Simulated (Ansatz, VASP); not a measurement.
# Two plane-wave programs on Al

Contents of INCAR:

```
  PREC = Accurate
  ENCUT = 520
  EDIFF = 1E-6
  ISMEAR = 0
  SIGMA = 0.15
  LREAL = False
  LASPH = True
  NELM = 100
  ALGO = Normal
  ISIF = 2
  LWAVE = False
  LCHARG = True
  GGA = PE
  IVDW = 12
  LELF = True
  LVHAR = True
  NBANDS = 14
```

The input KPOINTS:

```
Automatic mesh
0
Gamma
  18 18 6
```

The input POSCAR:

```
Al
1.0
    2.8878996237      0.0000000000      0.0000000000
   -1.4439498119      2.5009944377      0.0000000000
    0.0000000000      0.0000000000      9.4818765917
Al
4
Direct
    0.0000000000      0.0000000000      0.0000000000
    0.3333333333      0.6666666667      0.2500000000
    0.0000000000      0.0000000000      0.5000000000
    0.6666666667      0.3333333333      0.7500000000
```

Input for Ansatz:

```yaml
crystal:
  lattice:
    - [2.8878996237, 0.0, 0.0]
    - [-1.4439498119, 2.5009944377, 0.0]
    - [0.0, 0.0, 9.4818765917]
  atoms:
    - { symbol: Al, position: [0.0, 0.0, 0.0] }
    - { symbol: Al, position: [0.3333333333, 0.6666666667, 0.25] }
    - { symbol: Al, position: [0.0, 0.0, 0.5] }
    - { symbol: Al, position: [0.6666666667, 0.3333333333, 0.75] }
basis:
  ecutwfc: 420
kpoints:
  mp_grid: { grid: [18, 18, 6] }
hamiltonian:
  xc: pbe
  dispersion: d3bj
scf:
  occupations: { method: gaussian, width: 0.15 }
output:
  forces: true
  stress: true
  eigenvalues: true
```

Alike in both runs: task single point; functional PBE; dispersion D3(BJ); k mesh 18 × 18 × 6; occupations gaussian, width 0.15 eV; no spin polarisation.

|  | VASP | Ansatz |
| --- | --- | --- |
| version | VASP 6.6.1 | Ansatz 0.2.0 |
| potentials or method | VASP PAW PBE potentials, release 64 (Al), cutoff 520 eV | scalar-relativistic, plane waves, PAW |
| valence electrons in the cell | 12 | 12 |

Ansatz gave:

| Quantity | Value |
| --- | --- |
| gap on the k mesh at the Fermi level (eV) | none |
| pressure (GPa) | -5.6 |
| traceless stress, the component that is largest in VASP (GPa) | 0.14 |

Question: What did VASP give for the same quantities?

Answer: gap on the k mesh at the Fermi level (eV): none; pressure (GPa): -5.6; traceless stress, the component that is largest in VASP (GPa): 0.15.

A gap of «none» marks a metal or a gap that the smearing closes.
